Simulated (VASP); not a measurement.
# Sn (I4/mmm) in VASP: notebook

The runs below take Sn through single point, with PBEsol.

Everything below comes from runs of VASP 6.6.1. Logs are shortened: lines on timing, memory, paths and dates and some standing lists are left out, and cuts for length are marked.

### Step 1. The cell of the first run

The structure is tetragonal, space group I4/mmm (No. 139). Conventional cell: a = 3.857 Å, b = 3.857 Å, c = 3.745 Å, α = 90.00°, β = 90.00°, γ = 90.00°. Within 4.4 Å of Sn (site symmetry 4/mmm) lie 14 Sn at 3.31 to 3.86 Å.

### Step 2. Single point, PBEsol (strain +0.0300 x Voigt [1, 1, 0, 0, 0, 0])

File INCAR:

```
SYSTEM = Sn
PREC = Accurate ; ENCUT = 520
EDIFF = 1E-6 ; ISMEAR = 0
SIGMA = 0.15 ; LREAL = .False.
LASPH = .True. ; NELM = 100
ALGO = Fast ; ISIF = 2
LWAVE = .False. ; LCHARG = .False.
GGA = PS ; NBANDS = 13
```

File KPOINTS:

```
regular mesh
0
Gamma
  22 22 22
  0 0 0
```

File POSCAR:

```
Sn
1.0
   -1.9285668722      1.9285668722      1.8723950216
    1.9285668722     -1.9285668722      1.8723950216
    1.9285668722      1.9285668722     -1.8723950216
Sn
1
Direct
    0.0000000000      0.0000000000      0.0000000000
```

Potentials or basis: VASP PAW PBE potentials, release 64 (Sn_d).

On the command line:

```bash
> cat potpaw_PBE.64/Sn_d/POTCAR > POTCAR
> mpirun -np 1 vasp_std > vasp.out
```

OUTCAR:

```text
SYSTEM = Sn
   PREC = Accurate
   ENCUT = 520
   EDIFF = 1E-6
   ISMEAR = 0
   LREAL = .False.
   LASPH = .True.
   NELM = 100
   ISIF = 2
   GGA = PS

 ion  position               nearest neighbor table
   1  0.000  0.000  0.000-

  LATTYP: Found a body centered tetragonal cell.
 ALAT       =     3.8571337444
 C/A-ratio  =     0.9708737864

  Lattice vectors:

 A1 = (  -1.9285668722,   1.9285668722,   1.8723950216)
 A2 = (   1.9285668722,  -1.9285668722,   1.8723950216)
 A3 = (   1.9285668722,   1.9285668722,  -1.8723950216)

Analysis of symmetry for initial positions (statically):
=====================================================================
 Subroutine PRICEL returns:
 Original cell was already a primitive cell.

 Routine SETGRP: Setting up the symmetry group for a
 body centered tetragonal supercell.

 Subroutine GETGRP returns: Found 16 space group operations
 (whereof 16 operations were pure point group operations)
 out of a pool of 16 trial point group operations.

The static configuration has the point symmetry D_4h.

Analysis of symmetry for dynamics (positions and initial velocities):
=====================================================================
 Subroutine PRICEL returns:
 Original cell was already a primitive cell.

 Routine SETGRP: Setting up the symmetry group for a
 body centered tetragonal supercell.

 Subroutine GETGRP returns: Found 16 space group operations
 (whereof 16 operations were pure point group operations)
 out of a pool of 16 trial point group operations.

The dynamic configuration has the point symmetry D_4h.

 Subroutine INISYM returns: Found 16 space group operations
 (whereof 16 operations are pure point group operations),
 and found     1 'primitive' translations

----------------------------------------------------------------------------------------

                                     Primitive cell

  volume of cell :      27.8565

  direct lattice vectors                    reciprocal lattice vectors
    -1.928566872  1.928566872  1.872395022     0.000000000  0.259259872  0.267037668
     1.928566872 -1.928566872  1.872395022     0.259259872  0.000000000  0.267037668
     1.928566872  1.928566872 -1.872395022     0.259259872  0.259259872  0.000000000

  length of vectors
     3.308262909  3.308262909  3.308262909     0.372189195  0.372189195  0.366648827

  position of ions in fractional coordinates (direct lattice)
     0.000000000  0.000000000  0.000000000

  ion indices of the primitive-cell ions
   primitive index   ion index
                 1           1

----------------------------------------------------------------------------------------

 KPOINTS: regular mesh

Automatic generation of k-mesh.
 Grid dimensions read from file:
 generate k-points for:   22   22   22

 Generating k-lattice:

  Cartesian coordinates                     Fractional coordinates (reciprocal lattice)
     0.000000000  0.011784540  0.012138076     0.045454545 -0.000000000  0.000000000
     0.011784540  0.000000000  0.012138076    -0.000000000  0.045454545  0.000000000
     0.011784540  0.011784540  0.000000000     0.000000000  0.000000000  0.045454545

  Length of vectors
     0.016917691  0.016917691  0.016665856

  Shift w.r.t. Gamma in fractional coordinates (k-lattice)
     0.000000000  0.000000000  0.000000000

 Subroutine IBZKPT returns following result:
 ===========================================

 Found    834 irreducible k-points:

 Following reciprocal coordinates:
            Coordinates               Weight
  0.000000  0.000000  0.000000      1.000000
  0.045455  0.000000 -0.000000      8.000000
  0.090909  0.000000 -0.000000      8.000000
  0.136364 -0.000000  0.000000      8.000000
  0.181818 -0.000000  0.000000      8.000000
  0.227273  0.000000  0.000000      8.000000
[... 16 lines left out ...]
  0.500000  0.045455  0.000000     16.000000
 -0.454545  0.045455  0.000000     16.000000
 [... further k-points ...]
   k-points           NKPTS =    834   k-points in BZ     NKDIM =    834   number of bands    NBANDS=     13
   number of dos      NEDOS =    301   number of ions     NIONS =      1
   total plane-waves  NPLWV =  21952
   dimension x,y,z NGX =    28 NGY =   28 NGZ =   28
   dimension x,y,z NGXF=    56 NGYF=   56 NGZF=   56
   ions per type =               1
   NGX,Y,Z   is equivalent  to a cutoff of  14.07, 14.07, 14.07 a.u.
   NGXF,Y,Z  is equivalent  to a cutoff of  28.14, 28.14, 28.14 a.u.
 SYSTEM =  Sn
   PREC   = accura    normal or accurate (medium, high low for compatibility)
   ISTART =      0    job   : 0-new  1-cont  2-samecut
   ICHARG =      2    charge: 1-file 2-atom 10-const
   ISPIN  =      1    spin polarized calculation?
   LNONCOLLINEAR =      F non collinear calculations
   LSORBIT =      F    spin-orbit coupling
   LASPH  =      T    aspherical Exc in radial PAW
   ENCUT  =  520.0 eV  38.22 Ry    6.18 a.u.   6.15  6.15  6.15*2*pi/ulx,y,z
   NELM   =    100;   NELMIN=  2; NELMDL= -5     # of ELM steps
   EDIFF  = 0.1E-05   stopping-criterion for ELM
   LREAL  =      F    real-space projection
   EDIFFG = 0.1E-04   stopping-criterion for IOM
   NSW    =      0    number of steps for IOM
   IBRION =     -1    ionic relax: 0-MD 1-quasi-New 2-CG
   NFREE  =      0    steps in history (QN), initial steepest desc. (CG)
   ISIF   =      2    stress and relaxation
   ISYM   =      2    0-nonsym 1-usesym 2-fastsym
   POTIM  = 0.5000    time-step for ionic-motion
   TEBEG  =    0.0;   TEEND  =   0.0 temperature during run
   PSTRESS=    0.0 pullay stress
   NELECT =      14.0000    total number of electrons
   NUPDOWN=      -1.0000    fix difference up-down
   EMIN   =  10.00;   EMAX   =-10.00  energy-range for DOS
   EFERMI =   0.00;   METHOD = LEGACY
   ISMEAR =     0;   SIGMA  =   0.15  broadening in eV -4-tet -1-fermi 0-gaus
   EFERMI_NEDOS =   21; number of points for ismear=-14 and -15
   IALGO  =     68    algorithm
   IMIX   =      4    mixing-type and parameters
     AMIX     =   0.40;   BMIX     =  1.00
     AMIX_MAG =   1.60;   BMIX_MAG =  1.00
  volume/ion in A,a.u.               =      27.86       187.99
  Fermi-wavevector in a.u.,A,eV,Ry     =   1.301593  2.459654 23.050235  1.694144
  Thomas-Fermi vector in A             =   2.432717
   LORBIT       =      0    0 simple, 1 ext, 2 COOP (PROOUT), +10 PAW based schemes
   GGA     = PS    functional components
   LHFCALC =     F    Hartree Fock is set to
   AEXX    =    0.0000 exact exchange contribution
   IVDW    =     0    specifies the selected vdW correction
   LEPSILON=     F    determine dielectric tensor
   LRPA    =     F    only Hartree local field effects (RPA)
 non-spin polarized calculation
 RMM-DIIS sequential band-by-band and
 Gauss-broadening in eV      SIGMA  =   0.15
  energy-cutoff  :      520.00
  volume of cell :       27.86
 maximum number of plane-waves:       762
 NGX is ok and might be reduce to    28
   NGX = 13   NGY = 13   NGZ = 13

 number of electron      13.9999998 magnetization

 Free energy of the ion-electron system (eV)
  ---------------------------------------------------
  ext. energy  EPLUGINS =         0.00000000
  ---------------------------------------------------
  free energy    TOTEN  =        -4.21609032 eV

  energy without entropy =       -4.20895502  energy(sigma->0) =       -4.21252267

 E-fermi :   7.6345     XC(G=0): -10.3911

 val. band max:        7.6344445021   @ k =  -0.3636   0.4091   0.3636
 cond. band min:       7.6449201801   @ k =  -0.4091   0.1818   0.0909
 fundamental gap:      0.0104756780
 Fermi energy:         7.6344848822

 k-point     1 :       0.0000    0.0000    0.0000
  band No.  band energies     occupation
      1     -13.8069      2.00000
      2     -13.7995      2.00000
      3     -13.7995      2.00000
      4     -13.6802      2.00000
      5     -13.6659      2.00000
      6      -3.2883      2.00000
      7      15.2862      0.00000
      8      15.2862      0.00000
      9      15.4838      0.00000
     10      19.6036      0.00000
     11      19.6036      0.00000
     12      19.8235      0.00000
     13      19.9677      0.00000

 k-point     2 :       0.0455    0.0000   -0.0000
  band No.  band energies     occupation
      1     -13.8060      2.00000
      2     -13.7983      2.00000
      3     -13.7972      2.00000
      4     -13.6803      2.00000
      5     -13.6668      2.00000
      6      -3.2437      2.00000
      7      14.9779      0.00000
      8      15.1004      0.00000
      9      15.3383      0.00000
     10      18.9953      0.00000
     11      19.0722      0.00000
     12      19.6985      0.00000
     13      20.2130      0.00000

 k-point     3 :       0.0909    0.0000   -0.0000
  band No.  band energies     occupation
      1     -13.8072      2.00000
      2     -13.7948      2.00000
      3     -13.7864      2.00000
      4     -13.6808      2.00000
      5     -13.6691      2.00000
      6      -3.1100      2.00000
      7      14.0045      0.00000
      8      14.6351      0.00000
      9      15.1220      0.00000
     10      18.1940      0.00000
     11      18.4326      0.00000
     12      19.4893      0.00000
     13      20.8863      0.00000

 k-point     4 :       0.1364   -0.0000    0.0000
  band No.  band energies     occupation
      1     -13.8110      2.00000
      2     -13.7898      2.00000
      3     -13.7675      2.00000
      4     -13.6819      2.00000
      5     -13.6721      2.00000
      6      -2.8869      2.00000
      7      12.7039      0.00000
      8      14.0443      0.00000
      9      14.8200      0.00000
     10      17.5344      0.00000
     11      17.8475      0.00000
     12      19.4318      0.00000
     13      21.3094      0.00000

 k-point     5 :       0.1818   -0.0000    0.0000
  band No.  band energies     occupation
      1     -13.8161      2.00000
      2     -13.7844      2.00000
      3     -13.7428      2.00000
      4     -13.6836      2.00000
      5     -13.6747      2.00000
      6      -2.5746      2.00000
      7      11.2907      0.00000
      8      13.4294      0.00000
      9      14.4603      0.00000
     10      16.9850      0.00000
     11      17.3307      0.00000
     12      19.5466      0.00000
     13      21.5442      0.00000
[... 257 lines left out ...]
 k-point    22 :       0.4545    0.0455    0.0000
  band No.  band energies     occupation
      1     -13.8449      2.00000
      2     -13.7852      2.00000
      3     -13.6814      2.00000
      4     -13.6732      2.00000
      5     -13.5959      2.00000
      6       1.2252      2.00000
      7       3.5141      2.00000
      8      10.8109      0.00000
      9      12.5517      0.00000
     10      15.5042      0.00000
     11      16.0953      0.00000
     12      22.0572      0.00000
     13      23.8144      0.00000

 k-point    23 :       0.5000    0.0455    0.0000
  band No.  band energies     occupation
      1     -13.8448      2.00000
      2     -13.7852      2.00000
      3     -13.6808      2.00000
      4     -13.6739      2.00000
      5     -13.5959      2.00000
      6       1.2129      2.00000
      7       3.5292      2.00000
      8      10.8038      0.00000
      9      12.5523      0.00000
     10      15.5017      0.00000
     11      16.1111      0.00000
     12      22.3494      0.00000
     13      23.4777      0.00000

 k-point    24 :      -0.4545    0.0455    0.0000
  band No.  band energies     occupation
      1     -13.8431      2.00000
      2     -13.7837      2.00000
      3     -13.6807      2.00000
      4     -13.6759      2.00000
      5     -13.6043      2.00000
      6       0.6180      2.00000
      7       4.2997      2.00000
      8      10.9021      0.00000
      9      12.6317      0.00000
     10      15.5645      0.00000
     11      16.1931      0.00000
     12      22.1199      0.00000
     13      23.2426      0.00000

 [... further k-points ...]

------------------------ aborting loop because EDIFF is reached ----------------------------------------

  FORCE on cell =-STRESS in cart. coord.  units (eV):
  Direction    XX          YY          ZZ          XY          YZ          ZX
  --------------------------------------------------------------------------------------
  -------------------------------------------------------------------------------------
  Total       -0.4937220     -0.4937220     -0.6050608      0.0000000      0.0000000      0.0000000
  in kB      -28.3965878    -28.3965878    -34.8002769      0.0000000      0.0000000      0.0000000
  external PRESSURE =     -30.5311508 kB  Pullay stress =       0.0000000 kB

 VOLUME and BASIS-vectors are now :
 -----------------------------------------------------------------------------
  energy-cutoff  :      520.00
  volume of cell :       27.86
      direct lattice vectors                 reciprocal lattice vectors
    -1.928566872  1.928566872  1.872395022     0.000000000  0.259259872  0.267037668
     1.928566872 -1.928566872  1.872395022     0.259259872  0.000000000  0.267037668
     1.928566872  1.928566872 -1.872395022     0.259259872  0.259259872  0.000000000

 POSITION                                       TOTAL-FORCE (eV/Angst)
 -----------------------------------------------------------------------------------
      0.00000      0.00000      0.00000        -0.000000     -0.000000      0.000000
 -----------------------------------------------------------------------------------
    total drift:                               -0.000000     -0.000000      0.000000

  FREE ENERGIE OF THE ION-ELECTRON SYSTEM (eV)
  ---------------------------------------------------
  free  energy   TOTEN  =        -4.2160903214 eV

  energy  without entropy=       -4.2089550208  energy(sigma->0) =       -4.21252267
```

It took 2.4 min on 1 thread of AMD EPYC 9R45 (Zen 5), shared host; peak memory 0.35 GiB.

What came out:

* Free energy: -4.2161 eV
* Pressure: -3.1 GPa
* Band gap on the k mesh: zero (bands 7 and 8 overlap by 9.98 eV)

Stress tensor (GPa, compression positive):
```
-2.84  0.00  0.00
 0.00 -2.84  0.00
 0.00  0.00 -3.48
```

Levels at points of the mesh, in eV from the Fermi level:
| k point | band 4 | band 5 | band 6 | band 7 | band 8 | band 9 | band 10 | band 11 |
| --- | --- | --- | --- | --- | --- | --- | --- | --- |
| (0.00, 0.00, 0.00) | -21.31 | -21.30 | -10.92 | 7.65 | 7.65 | 7.85 | 11.97 | 11.97 |
| (0.50, 0.00, 0.00) | -21.31 | -21.23 | -6.34 | -4.28 | 3.40 | 5.17 | 7.67 | 8.03 |
| (0.50, 0.50, 0.00) | -21.31 | -21.23 | -6.53 | -4.35 | 3.76 | 5.67 | 8.11 | 8.51 |
| (0.50, 0.50, 0.50) | -21.25 | -21.24 | -2.66 | -0.63 | -0.63 | -0.08 | 3.71 | 4.01 |

Caveat: the cell differs from its parent crystal (strain +0.0300 x Voigt [1, 1, 0, 0, 0, 0]); the cell stands under tension; the PAW data sets were made with another functional, which shifts forces and pressure a little; spin-orbit coupling is left out, which moves the levels of the heavy elements.

### Step 3. Single point, PBEsol (strain +0.0350 x Voigt [1, 1, 0, 0, 0, 0])

File INCAR:

```
PREC = Accurate
ENCUT = 520
EDIFF = 1E-6
ISMEAR = 0
SIGMA = 0.15
LREAL = F
LASPH = T
NELM = 60
ALGO = Fast
ISIF = 2
LWAVE = F
LCHARG = F
GGA = PS
NBANDS = 13
```

File KPOINTS:

```
Automatic mesh
0
Gamma
  22 22 22
```

File POSCAR:

```
Sn
1.0
   -1.9379288474      1.9379288474      1.8723950216
    1.9379288474     -1.9379288474      1.8723950216
    1.9379288474      1.9379288474     -1.8723950216
Sn
1
Direct
    0.0000000000      0.0000000000      0.0000000000
```

Potentials or basis: VASP PAW PBE potentials, release 64 (Sn_d).

On the command line:

```bash
> cat potpaw_PBE.64/Sn_d/POTCAR > POTCAR
> mpirun -np 1 vasp_std > vasp.out
```

Wall time 2.5 min (1 thread of AMD EPYC 9R45 (Zen 5), shared host); peak memory 0.36 GiB.

The run converged. Its results:

| Item | Value |
| --- | --- |
| Free energy | -4.2110 eV |
| Pressure | -3.4 GPa |
| Band gap on the k mesh | zero (bands 7 and 8 overlap by 9.85 eV) |

Stress tensor (GPa, compression positive):
```
-3.15  0.00  0.00
 0.00 -3.15  0.00
 0.00  0.00 -3.94
```

Levels at points of the mesh, in eV from the Fermi level:
| k point | band 3 | band 4 | band 5 | band 6 | band 7 | band 8 | band 9 | band 10 | band 11 | band 12 |
| --- | --- | --- | --- | --- | --- | --- | --- | --- | --- | --- |
| (0.00, 0.00, 0.00) | -21.43 | -21.32 | -21.30 | -10.86 | 7.55 | 7.55 | 7.78 | 11.94 | 11.94 | 12.06 |
| (0.50, 0.00, 0.00) | -21.32 | -21.31 | -21.23 | -6.32 | -4.22 | 3.36 | 5.11 | 7.60 | 7.97 | 14.69 |
| (0.50, 0.50, 0.00) | -21.32 | -21.31 | -21.24 | -6.54 | -4.32 | 3.77 | 5.69 | 8.10 | 8.53 | 14.06 |
| (0.50, 0.50, 0.50) | -21.25 | -21.25 | -21.24 | -2.72 | -0.65 | -0.65 | -0.02 | 3.69 | 4.04 | 18.06 |

Caveat: the cell differs from its parent crystal (strain +0.0350 x Voigt [1, 1, 0, 0, 0, 0]); the cell stands under tension; the PAW data sets were made with another functional, which shifts forces and pressure a little; spin-orbit coupling is left out, which moves the levels of the heavy elements.

[end of part 1 of 2]
